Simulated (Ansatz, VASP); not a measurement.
## AlGeSbH2 in VASP and in Ansatz

```xyz
5
Lattice="-2.2215 2.2215 3.8668 2.2215 -2.2215 3.8668 2.2215 2.2215 -3.8668" Properties=species:S:1:pos:R:3 pbc="T T T"
Al    0.0000    0.0000    0.0000
Ge    2.2215    0.0000    1.9334
Sb    0.0000    2.2215    1.9334
H     0.0000    0.0000    4.2542
H     0.0000    0.0000    3.4794
```

Change from the starting cell: species swapped into the TbSi2RuRh type (I-4m2, No. 119).

Alike in both runs: functional PBE; k mesh 4 × 4 × 4; occupations gaussian, width 0.15 eV; no spin polarisation.

Ansatz relaxed the structure, and its values are those at the end. VASP's run is a single point on that final structure, the one shown.

```csv
,VASP,Ansatz
version,VASP 6.6.1,Ansatz 0.2.0
potentials or method,"VASP PAW PBE potentials, release 64 (Al, Ge_d, Sb, H), cutoff 520 eV","scalar-relativistic, plane waves, PAW"
valence electrons in the cell,24,34
```

Ansatz gave:

```
gap on the k mesh at the Fermi level (eV) : none
pressure (GPa)                            : -0.1
rms of the force components (eV/Å)        : 0.005
```

Question: Which values does VASP return?

Answer: gap on the k mesh at the Fermi level (eV): none; pressure (GPa): -0.1; rms of the force components (eV/Å): 0.006.

A gap of «none» marks a metal or a gap that the smearing closes. VASP's potentials hold 24 valence electrons a cell and Ansatz's 34, so a difference there can come from the potentials and not from the codes.

The k mesh is coarse, so the values compare programs but aren't converged. Neither program's run includes spin-orbit coupling.
